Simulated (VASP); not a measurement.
## HgTe: single point with PBEsol

Crystal: HgTe.

```xyz
2
Lattice="0.0242 3.2235 3.2235 3.2235 0.0242 3.2235 3.2477 3.2477 0.0000" Properties=species:S:1:pos:R:3 pbc="T T T"
Hg    0.0000    0.0000    0.0000
Te    4.8715    4.8715    4.8353
```

This cell differs from its parent crystal: strain +0.0150 x Voigt [0, 0, 0, 0, 0, 1].

| Property | Result |
| --- | --- |
| Program | VASP 6.6.1 |
| Task | single point |
| Functional | PBEsol |
| Potentials or basis | VASP PAW PBE potentials, release 64 (Hg, Te) |
| Cutoff | 520 eV |
| k mesh | 14 × 14 × 14 |
| Occupations | gaussian, width 0.15 eV |
| Spin | no spin polarisation |

```yaml
Pressure: 1.4 GPa
Largest_force: 0.091 eV/Å
Band_gap_on_the_k_mesh: 0.02 eV
```

Forces on the atoms (eV/Å):
```
Hg   0.000  0.000 -0.091
Te   0.000  0.000  0.091
```

Stress tensor (GPa, compression positive):
```
 1.45 -0.64  0.00
-0.64  1.45  0.00
 0.00  0.00  1.45
```

Levels at points of the mesh, in eV from the valence-band top:
```
           k point  band 7  band 8  band 9  band 10  band 11  band 12
(0.00, 0.00, 0.00)   -0.79   -0.03    0.00     0.02     4.08     4.17
(0.50, 0.00, 0.00)   -5.60   -1.05   -1.04     0.60     4.91     4.99
(0.50, 0.50, 0.00)   -5.52   -2.40   -2.27     1.82     2.37     8.13
(0.00, 0.00, 0.50)   -5.59   -0.99   -0.98     0.67     4.95     5.03
(0.50, 0.00, 0.50)   -5.52   -2.33   -2.33     1.83     2.36     8.11
```

Wall time 4.2 min on 1 thread of AMD EPYC 9R45 96-Core Processor (Zen 5), with other jobs on the host, peak memory 0.55 GiB.

Caveat: the cell differs from its parent crystal (strain +0.0150 x Voigt [0, 0, 0, 0, 0, 1]); the smearing spreads over this small gap; the PAW data sets were made with another functional, which shifts forces and pressure a little; spin-orbit coupling is left out, which moves the levels of the heavy elements. A k mesh can miss the band edges.
